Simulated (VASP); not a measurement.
# Fe3Pb (Fm-3m) in VASP: notebook

Fe3Pb is run at these levels: r2SCAN, PBE; tasks: single point, relaxation of cell and atoms.

All numbers are computed with VASP 6.6.1; they aren't measurements. Logs are shortened: lines on timing, memory, paths and dates and some standing lists are left out, and cuts for length are marked.

## Step 1: The cell of the first run

The structure is cubic, space group Fm-3m (No. 225). The conventional cell has a = 6.145 Å, b = 6.145 Å, c = 6.145 Å, α = 90.00°, β = 90.00°, γ = 90.00°. Fe (site symmetry -43m) has 10 Fe at 2.66 to 3.07 Å and 4 Pb at 2.66 Å within 3.5 Å. Within 3.5 Å of Fe (site symmetry m-3m) lie 8 Fe at 2.66 Å and 6 Pb at 3.07 Å. Within 3.5 Å of Pb (site symmetry m-3m) lie 14 Fe at 2.66 to 3.07 Å.

## Step 2: Single point, r2SCAN

File POSCAR:

```
Fe3Pb
1.0
    0.0000000000      3.0723652442      3.0723652442
    3.0723652442      0.0000000000      3.0723652442
    3.0723652442      3.0723652442      0.0000000000
Fe Pb
3 1
Direct
    0.2500000000      0.2500000000      0.2500000000
    0.7500000000      0.7500000000      0.7500000000
    0.5000000000      0.5000000000      0.5000000000
    0.0000000000      0.0000000000      0.0000000000
```

File INCAR.step1:

```
PREC     = Accurate       # precision mode
ENCUT    = 520            # plane-wave cutoff, eV
ISMEAR   = 0              # smearing method
SIGMA    = 0.1            # smearing width, eV
LREAL    = F              # projectors in reciprocal space
LASPH    = T              # aspherical terms in the spheres
NELM     = 80             # most SCF steps
NBANDS   = 27             # bands
GGA      = PE             # functional
ALGO     = Normal         # electronic algorithm
EDIFF    = 1E-4           # SCF threshold, eV
LWAVE    = T              # write WAVECAR
LCHARG   = F              # write CHGCAR
```

File INCAR.step2:

```
PREC     = Accurate       # precision mode
ENCUT    = 520            # plane-wave cutoff, eV
EDIFF    = 1E-6           # SCF threshold, eV
ISMEAR   = 0              # smearing method
SIGMA    = 0.1            # smearing width, eV
LREAL    = F              # projectors in reciprocal space
LASPH    = T              # aspherical terms in the spheres
NELM     = 80             # most SCF steps
ALGO     = Normal         # electronic algorithm
ISIF     = 2              # what is computed and relaxed
LWAVE    = F              # write WAVECAR
LCHARG   = T              # write CHGCAR
METAGGA  = R2SCAN         # meta-GGA
LMIXTAU  = T            
LELF     = T              # ELF
LVHAR    = T            
NBANDS   = 27             # bands
ISTART   = 1
```

File KPOINTS:

```
regular mesh
0
Gamma
  12 12 12
```

Potentials or basis: VASP PAW PBE potentials, release 64 (Fe, Pb_d).

On the command line:

```
$ cat potpaw_PBE.64/Fe/POTCAR potpaw_PBE.64/Pb_d/POTCAR > POTCAR
$ cp INCAR.step1 INCAR
$ mpirun -np 1 vasp_std > vasp.out
$ cp INCAR.step2 INCAR
$ mpirun -np 1 vasp_std > vasp.out
```

OUTCAR:

```text
PREC = Accurate
   ENCUT = 520
   EDIFF = 1E-6
   ISMEAR = 0
   LREAL = F
   LASPH = T
   NELM = 80
   ISIF = 2
   METAGGA = R2SCAN
   ISTART = 1

 ion  position               nearest neighbor table
   1  0.250  0.250  0.250-   4 2.66   4 2.66   4 2.66   3 2.66   3 2.66   3 2.66   4 2.66   3 2.66
                             2 3.07   2 3.07   2 3.07   2 3.07   2 3.07   2 3.07
   2  0.750  0.750  0.750-   3 2.66   3 2.66   3 2.66   4 2.66   4 2.66   4 2.66   4 2.66   3 2.66
                             1 3.07   1 3.07   1 3.07   1 3.07   1 3.07   1 3.07
   3  0.500  0.500  0.500-   1 2.66   1 2.66   1 2.66   2 2.66   2 2.66   2 2.66   2 2.66   1 2.66
                             4 3.07   4 3.07   4 3.07   4 3.07   4 3.07   4 3.07
   4  0.000  0.000  0.000-   2 2.66   2 2.66   2 2.66   1 2.66   1 2.66   1 2.66   2 2.66   1 2.66
                             3 3.07   3 3.07   3 3.07   3 3.07   3 3.07   3 3.07

  LATTYP: Found a face centered cubic cell.
 ALAT       =     6.1447304884

  Lattice vectors:

 A1 = (   0.0000000000,   3.0723652442,   3.0723652442)
 A2 = (   3.0723652442,   0.0000000000,   3.0723652442)
 A3 = (   3.0723652442,   3.0723652442,   0.0000000000)

Analysis of symmetry for initial positions (statically):
=====================================================================
 Subroutine PRICEL returns:
 Original cell was already a primitive cell.

 Routine SETGRP: Setting up the symmetry group for a
 face centered cubic supercell.

 Subroutine GETGRP returns: Found 48 space group operations
 (whereof 48 operations were pure point group operations)
 out of a pool of 48 trial point group operations.

The static configuration has the point symmetry O_h .

Analysis of symmetry for dynamics (positions and initial velocities):
=====================================================================
 Subroutine PRICEL returns:
 Original cell was already a primitive cell.

 Routine SETGRP: Setting up the symmetry group for a
 face centered cubic supercell.

 Subroutine GETGRP returns: Found 48 space group operations
 (whereof 48 operations were pure point group operations)
 out of a pool of 48 trial point group operations.

The dynamic configuration has the point symmetry O_h .

 Subroutine INISYM returns: Found 48 space group operations
 (whereof 48 operations are pure point group operations),
 and found     1 'primitive' translations

----------------------------------------------------------------------------------------

[... 97 lines left out ...]
   LREAL  =      F    real-space projection
   EDIFFG = 0.1E-04   stopping-criterion for IOM
   NSW    =      0    number of steps for IOM
   IBRION =     -1    ionic relax: 0-MD 1-quasi-New 2-CG
   NFREE  =      0    steps in history (QN), initial steepest desc. (CG)
   ISIF   =      2    stress and relaxation
   ISYM   =      2    0-nonsym 1-usesym 2-fastsym
   POTIM  = 0.5000    time-step for ionic-motion
   TEBEG  =    0.0;   TEEND  =   0.0 temperature during run
   PSTRESS=    0.0 pullay stress
   NELECT =      38.0000    total number of electrons
   NUPDOWN=      -1.0000    fix difference up-down
   EMIN   =  10.00;   EMAX   =-10.00  energy-range for DOS
   EFERMI =   0.00;   METHOD = LEGACY
   ISMEAR =     0;   SIGMA  =   0.10  broadening in eV -4-tet -1-fermi 0-gaus
   EFERMI_NEDOS =   21; number of points for ismear=-14 and -15
   IALGO  =     38    algorithm
   IMIX   =      4    mixing-type and parameters
     AMIX     =   0.40;   BMIX     =  1.00
     AMIX_MAG =   1.60;   BMIX_MAG =  1.00
  volume/ion in A,a.u.               =      14.50        97.86
  Fermi-wavevector in a.u.,A,eV,Ry     =   1.421848  2.686903 27.506244  2.021652
  Thomas-Fermi vector in A             =   2.542614
   LORBIT       =      0    0 simple, 1 ext, 2 COOP (PROOUT), +10 PAW based schemes
   METAGGA = R2SCAN    functional components
   LHFCALC =     F    Hartree Fock is set to
   AEXX    =    0.0000 exact exchange contribution
   IVDW    =     0    specifies the selected vdW correction
   LEPSILON=     F    determine dielectric tensor
   LRPA    =     F    only Hartree local field effects (RPA)
 non-spin polarized calculation
 Gauss-broadening in eV      SIGMA  =   0.10
  energy-cutoff  :      520.00
  volume of cell :       58.00
 maximum number of plane-waves:      1588
   NGX = 17   NGY = 17   NGZ = 17

 number of electron      38.0000014 magnetization

 Free energy of the ion-electron system (eV)
  ---------------------------------------------------
  ext. energy  EPLUGINS =         0.00000000
  ---------------------------------------------------
  free energy    TOTEN  =       -94.13133214 eV

  energy without entropy =      -94.11892308  energy(sigma->0) =      -94.12512761

 E-fermi :   7.3678     XC(G=0): -13.5224

 val. band max:        7.3065299992   @ k =   0.1667   0.1667   0.0000
 cond. band min:       7.4141706929   @ k =  -0.4167   0.5000   0.0833
 fundamental gap:      0.1076406937
 Fermi energy:         7.3677511506

 k-point     1 :       0.0000    0.0000    0.0000
  band No.  band energies     occupation
      1     -10.0687      2.00000
      2     -10.0687      2.00000
      3     -10.0687      2.00000
      4      -9.9623      2.00000
      5      -9.9623      2.00000
      6      -4.5201      2.00000
[... 709 lines left out ...]
     26      13.6169      0.00000
     27      13.9993      0.00000

 [... further k-points ...]

------------------------ aborting loop because EDIFF is reached ----------------------------------------

  FORCE on cell =-STRESS in cart. coord.  units (eV):
  Direction    XX          YY          ZZ          XY          YZ          ZX
  --------------------------------------------------------------------------------------
  -------------------------------------------------------------------------------------
  Total       -5.6442695     -5.6442695     -5.6442695     -0.0000000      0.0000000      0.0000000
  in kB     -155.9085026   -155.9085026   -155.9085026     -0.0000000      0.0000000      0.0000000
  external PRESSURE =    -155.9085026 kB  Pullay stress =       0.0000000 kB

 VOLUME and BASIS-vectors are now :
 -----------------------------------------------------------------------------
  energy-cutoff  :      520.00
  volume of cell :       58.00
      direct lattice vectors                 reciprocal lattice vectors
     0.000000000  3.072365244  3.072365244    -0.162741068  0.162741068  0.162741068
     3.072365244  0.000000000  3.072365244     0.162741068 -0.162741068  0.162741068
     3.072365244  3.072365244  0.000000000     0.162741068  0.162741068 -0.162741068

 POSITION                                       TOTAL-FORCE (eV/Angst)
 -----------------------------------------------------------------------------------
      1.53618      1.53618      1.53618        -0.000000     -0.000000     -0.000000
      4.60855      4.60855      4.60855         0.000000      0.000000      0.000000
      3.07237      3.07237      3.07237         0.000000      0.000000      0.000000
      0.00000      0.00000      0.00000         0.000000      0.000000      0.000000
 -----------------------------------------------------------------------------------
    total drift:                                0.000000     -0.000000      0.000000

  FREE ENERGIE OF THE ION-ELECTRON SYSTEM (eV)
  ---------------------------------------------------
  free  energy   TOTEN  =       -94.1313321364 eV

  energy  without entropy=      -94.1189230813  energy(sigma->0) =      -94.12512761
```

OSZICAR.step1:

```text
N       E                     dE             d eps       ncg     rms          rms(c)
DAV:   1     0.348342556812E+03    0.34834E+03   -0.16982E+04  3888   0.183E+03
DAV:   2    -0.168767884485E+01   -0.35003E+03   -0.33900E+03  3888   0.413E+02
DAV:   3    -0.272770180687E+02   -0.25589E+02   -0.24354E+02  4105   0.147E+02
DAV:   4    -0.280961069000E+02   -0.81909E+00   -0.81272E+00  4662   0.283E+01
DAV:   5    -0.281244204881E+02   -0.28314E-01   -0.28301E-01  5533   0.450E+00    0.156E+01
DAV:   6    -0.270125971399E+02    0.11118E+01   -0.39257E+01  4751   0.743E+01    0.160E+01
DAV:   7    -0.320906095601E+02   -0.50780E+01   -0.64943E+01  5212   0.809E+01    0.319E+01
DAV:   8    -0.249618861571E+02    0.71287E+01   -0.64651E+00  4534   0.534E+01    0.670E+00
DAV:   9    -0.249203645445E+02    0.41522E-01   -0.24861E+00  5082   0.126E+01    0.616E+00
DAV:  10    -0.248780340448E+02    0.42330E-01   -0.17094E+00  4792   0.899E+00    0.372E+00
DAV:  11    -0.248286068634E+02    0.49427E-01   -0.89790E-02  5135   0.284E+00    0.132E+00
DAV:  12    -0.248208694744E+02    0.77374E-02   -0.76001E-03  6310   0.105E+00    0.410E-01
DAV:  13    -0.248209864565E+02   -0.11698E-03   -0.12965E-03  4631   0.369E-01    0.170E-01
DAV:  14    -0.248213659559E+02   -0.37950E-03   -0.65356E-04  2799   0.255E-01    0.355E-01
DAV:  15    -0.248211608109E+02    0.20514E-03   -0.36113E-04  2169   0.198E-01    0.121E-01
DAV:  16    -0.248211464743E+02    0.14337E-04   -0.26416E-05  2131   0.548E-02
   1 F= -.24821146E+02 E0= -.24777580E+02  d E =-.871330E-01
```

Run time: 2.8 min. Hardware: 1 thread of Intel Xeon 6975P-C (Granite Rapids), shared host; peak memory 0.26 GiB.

Results:

- Free energy: -94.1313 eV
- Pressure: -15.6 GPa

Caveat: the cell stands under tension; the PAW data sets were made with another functional, which shifts forces and pressure a little; spin-orbit coupling is left out, which moves the levels of the heavy elements; the run has no spin polarisation, though such a crystal can be magnetic. Spin polarisation is off, so any magnetic state and its effect on volume and gap are missing.

## Step 3: Relaxation of cell and atoms, PBE

File INCAR:

```
  ALGO = Fast
  EDIFF = 1E-6
  EDIFFG = -0.01
  ENCUT = 600
  GGA = PE
  IBRION = 2
  ISIF = 3
  ISMEAR = 0
  LASPH = True
  LCHARG = False
  LREAL = False
  LWAVE = False
  NELM = 80
  NSW = 80
  PREC = Accurate
  SIGMA = 0.1
```

File KPOINTS:

```
k-points
0
Gamma
  12 12 12
```

POSCAR is that of step 2.

Potentials or basis: VASP PAW PBE potentials, release 64 (Fe, Pb_d).

On the command line:

```
$ cat potpaw_PBE.64/Fe/POTCAR potpaw_PBE.64/Pb_d/POTCAR > POTCAR
$ mpirun -np 1 vasp_std > vasp.out
```

OUTCAR:

```text
EDIFF = 1E-6
   EDIFFG = -0.01
   ENCUT = 600
   GGA = PE
   IBRION = 2
   ISIF = 3
   ISMEAR = 0
   LASPH = True
   LREAL = False
   NELM = 80
   NSW = 80
   PREC = Accurate

 ion  position               nearest neighbor table
   1  0.250  0.250  0.250-   4 2.66   4 2.66   4 2.66   3 2.66   3 2.66   3 2.66   4 2.66   3 2.66
                             2 3.07   2 3.07   2 3.07   2 3.07   2 3.07   2 3.07
   2  0.750  0.750  0.750-   3 2.66   3 2.66   3 2.66   4 2.66   4 2.66   4 2.66   4 2.66   3 2.66
                             1 3.07   1 3.07   1 3.07   1 3.07   1 3.07   1 3.07
   3  0.500  0.500  0.500-   1 2.66   1 2.66   1 2.66   2 2.66   2 2.66   2 2.66   2 2.66   1 2.66
                             4 3.07   4 3.07   4 3.07   4 3.07   4 3.07   4 3.07
   4  0.000  0.000  0.000-   2 2.66   2 2.66   2 2.66   1 2.66   1 2.66   1 2.66   2 2.66   1 2.66
                             3 3.07   3 3.07   3 3.07   3 3.07   3 3.07   3 3.07

  LATTYP: Found a face centered cubic cell.
 ALAT       =     6.1447304884

  Lattice vectors:

 A1 = (   0.0000000000,   3.0723652442,   3.0723652442)
 A2 = (   3.0723652442,   0.0000000000,   3.0723652442)
 A3 = (   3.0723652442,   3.0723652442,   0.0000000000)

Analysis of symmetry for initial positions (statically):
=====================================================================
 Subroutine PRICEL returns:
 Original cell was already a primitive cell.

 Routine SETGRP: Setting up the symmetry group for a
 face centered cubic supercell.

 Subroutine GETGRP returns: Found 48 space group operations
 (whereof 48 operations were pure point group operations)
 out of a pool of 48 trial point group operations.

The static configuration has the point symmetry O_h .

Analysis of symmetry for dynamics (positions and initial velocities):
=====================================================================
 Subroutine PRICEL returns:
 Original cell was already a primitive cell.

 Routine SETGRP: Setting up the symmetry group for a
 face centered cubic supercell.

 Subroutine GETGRP returns: Found 48 space group operations
 (whereof 48 operations were pure point group operations)
 out of a pool of 48 trial point group operations.
[... 136 lines left out ...]
 conjugate gradient relaxation of ions
 non-spin polarized calculation
 RMM-DIIS sequential band-by-band and
 Gauss-broadening in eV      SIGMA  =   0.10
  energy-cutoff  :      600.00
  volume of cell :       58.00
 maximum number of plane-waves:      1964
   NGX = 17   NGY = 17   NGZ = 17

--------------------------------------- Ionic step        1  -------------------------------------------

 number of electron      38.0000000 magnetization

 Free energy of the ion-electron system (eV)
  ---------------------------------------------------
  ext. energy  EPLUGINS =         0.00000000
  ---------------------------------------------------
  free energy    TOTEN  =       -24.82046241 eV

  energy without entropy =      -24.73282888  energy(sigma->0) =      -24.77664565

------------------------ aborting loop because EDIFF is reached ----------------------------------------

  FORCE on cell =-STRESS in cart. coord.  units (eV):
  Direction    XX          YY          ZZ          XY          YZ          ZX
  --------------------------------------------------------------------------------------
  -------------------------------------------------------------------------------------
  Total       -3.8421840     -3.8421840     -3.8421840     -0.0000000      0.0000000     -0.0000000
  in kB     -106.1305012   -106.1305012   -106.1305012     -0.0000000      0.0000000     -0.0000000
  external PRESSURE =    -106.1305012 kB  Pullay stress =       0.0000000 kB
[... 101 lines left out ...]
--------------------------------------- Ionic step        4  -------------------------------------------

 number of electron      38.0000005 magnetization

 Free energy of the ion-electron system (eV)
  ---------------------------------------------------
  ext. energy  EPLUGINS =         0.00000000
  ---------------------------------------------------
  free energy    TOTEN  =       -24.96085313 eV

  energy without entropy =      -24.88050364  energy(sigma->0) =      -24.92067839

 E-fermi :   8.3342     XC(G=0): -12.8685

 val. band max:        8.3325981350   @ k =   0.5000   0.3333   0.0000
 cond. band min:       8.3344522193   @ k =  -0.2500   0.0833   0.0000
 fundamental gap:      0.0018540843
 Fermi energy:         8.3342418318

 k-point     1 :       0.0000    0.0000    0.0000
  band No.  band energies     occupation
      1      -8.6713      2.00000
      2      -8.6713      2.00000
      3      -8.6713      2.00000
      4      -8.5629      2.00000
      5      -8.5629      2.00000
      6      -3.5521      2.00000
[... 613 lines left out ...]
     22       8.6438      0.00001
     23      10.1278      0.00000

 [... further k-points ...]

------------------------ aborting loop because EDIFF is reached ----------------------------------------

  FORCE on cell =-STRESS in cart. coord.  units (eV):
  Direction    XX          YY          ZZ          XY          YZ          ZX
  --------------------------------------------------------------------------------------
  -------------------------------------------------------------------------------------
  Total        0.0037253      0.0037253      0.0037253     -0.0000000     -0.0000000      0.0000000
  in kB        0.1104621      0.1104621      0.1104621     -0.0000000     -0.0000000      0.0000000
  external PRESSURE =       0.1104621 kB  Pullay stress =       0.0000000 kB
[... 19 lines left out ...]
  FREE ENERGIE OF THE ION-ELECTRON SYSTEM (eV)
  ---------------------------------------------------
  free  energy   TOTEN  =       -24.9608531307 eV

  energy  without entropy=      -24.8805036424  energy(sigma->0) =      -24.92067839

 reached required accuracy - stopping structural energy minimisation
```

CONTCAR:

```text
Fe3Pb
   1.00000000000000
     0.0000000000000000    3.0006063571250605    3.0006063571250605
     3.0006063571250605   -0.0000000000000000    3.0006063571250605
     3.0006063571250605    3.0006063571250605   -0.0000000000000000
  Fe              Pb
     3     1
Direct
     0.2500000000000000    0.2500000000000000    0.2500000000000000
     0.7500000000000000    0.7500000000000000    0.7500000000000000
     0.5000000000000000    0.5000000000000000    0.5000000000000000
     1.0000000000000000    1.0000000000000000    0.0000000000000000

  0.00000000E+00  0.00000000E+00  0.00000000E+00
  0.00000000E+00  0.00000000E+00  0.00000000E+00
  0.00000000E+00  0.00000000E+00  0.00000000E+00
  0.00000000E+00  0.00000000E+00  0.00000000E+00
```

Run time: 6 min. Hardware: 1 thread of Intel Xeon 6975P-C (Granite Rapids), shared host; peak memory 0.31 GiB.

Results:

```yaml
Free_energy: -24.9609 eV
Relaxed_volume: 13.51 Å³/atom
Relaxed_cell: a = 4.243 Å, b = 4.243 Å, c = 4.243 Å, α = 60.00°, β = 60.00°, γ = 60.00°
Space_group_after_relaxing_to_0.1_Å: Fm-3m (No. 225)
Energy_gained_by_relaxing: 35.1 meV/atom
Ionic_steps: 4
Pressure_after_relaxing: 0.0 GPa
Band_gap_on_the_k_mesh: zero (bands 19 and 20 overlap by 0.21 eV)
```

Step by step:
| step | energy change (eV) | largest force (eV/Å) | pressure (GPa) | volume (Å³) |
| --- | --- | --- | --- | --- |
| 1 | 0.0000 | 0.0000 | -10.61 | 58.00 |
| 2 | 0.0280 | 0.0000 | 15.43 | 50.31 |
| 3 | -0.1404 | 0.0000 | -0.14 | 54.11 |
| 4 | -0.1404 | 0.0000 | 0.01 | 54.03 |

Final structure:
```yaml
crystal:
  lattice:
    - [0.00000, 3.00061, 3.00061]
    - [3.00061, 0.00000, 3.00061]
    - [3.00061, 3.00061, 0.00000]
  atoms:
    - { symbol: Fe, position: [0.25000, 0.25000, 0.25000] }
    - { symbol: Fe, position: [0.75000, 0.75000, 0.75000] }
    - { symbol: Fe, position: [0.50000, 0.50000, 0.50000] }
    - { symbol: Pb, position: [0.00000, 0.00000, 0.00000] }
```

Caveat: spin-orbit coupling is left out, which moves the levels of the heavy elements; the run has no spin polarisation, though such a crystal can be magnetic. Spin polarisation is off, so any magnetic state and its effect on volume and gap are missing.
